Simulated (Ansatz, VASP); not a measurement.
**Two plane-wave programs on Rh**

INCAR

```
PREC = Accurate ; ENCUT = 600
EDIFF = 1E-7 ; ISMEAR = -1
SIGMA = 0.1 ; LREAL = False
LASPH = True ; NELM = 60
ALGO = Normal ; ISIF = 3
LWAVE = False ; LCHARG = False
GGA = PE ; IBRION = 2
NSW = 80 ; EDIFFG = -0.01
```

Contents of KPOINTS:

```
regular mesh
0
Gamma
  13 13 7
```

The input POSCAR:

```
Rh
1.0
    2.6891940459      0.0000000000      0.0000000000
   -1.3445970229      2.3289103594      0.0000000000
    0.0000000000      0.0000000000      4.3914538769
Rh
2
Direct
    0.3333333333      0.6666666667      0.2500000000
    0.6666666667      0.3333333333      0.7500000000
```

Input for Ansatz:

```yaml
crystal:
  lattice:
    - [2.6891940459, 0.0, 0.0]
    - [-1.3445970229, 2.3289103594, 0.0]
    - [0.0, 0.0, 4.3914538769]
  atoms:
    - { symbol: Rh, position: [0.3333333333, 0.6666666667, 0.25] }
    - { symbol: Rh, position: [0.6666666667, 0.3333333333, 0.75] }
hamiltonian:
  xc: pbe
  pseudopotentials:
    kind: paw
    azcp:
      Rh: "pseudopotentials/Rh.paw.azcp"
basis:
  ecutwfc: 420
  fft_grid_basis: typed
kpoints:
  mp_grid: { grid: [13, 13, 7], shift: [0, 0, 0] }
magnetization:
  spin_polarized: false
scf:
  occupations: { method: fermi_dirac, width: 0.1 }
relax:
  max_steps: 60
  f_tol: 0.01
  cell: {}
```

Alike in both runs: task relaxation of cell and atoms; functional PBE; k mesh 13 × 13 × 7; occupations fermi-dirac, width 0.1 eV; no spin polarisation.

|  | VASP | Ansatz |
| --- | --- | --- |
| version | VASP 6.6.1 | Ansatz 0.2.0 |
| potentials or method | VASP PAW PBE potentials, release 64 (Rh_pv), cutoff 600 eV | plane waves (420 eV) with PAW, scalar-relativistic |
| valence electrons in the cell | 30 | 34 |

Ansatz gave:

| Property | Result |
| --- | --- |
| relaxed volume (Å³/atom) | 14.13 |
| relaxed cell length with the largest relative difference (Å) | 2.725 |

Problem. Estimate VASP's values.

Solution. Relaxed volume (Å³/atom): 14.12; relaxed cell length with the largest relative difference (Å): 2.724.

VASP's potentials hold 30 valence electrons a cell and Ansatz's 34, so a difference there can come from the potentials and not from the codes.
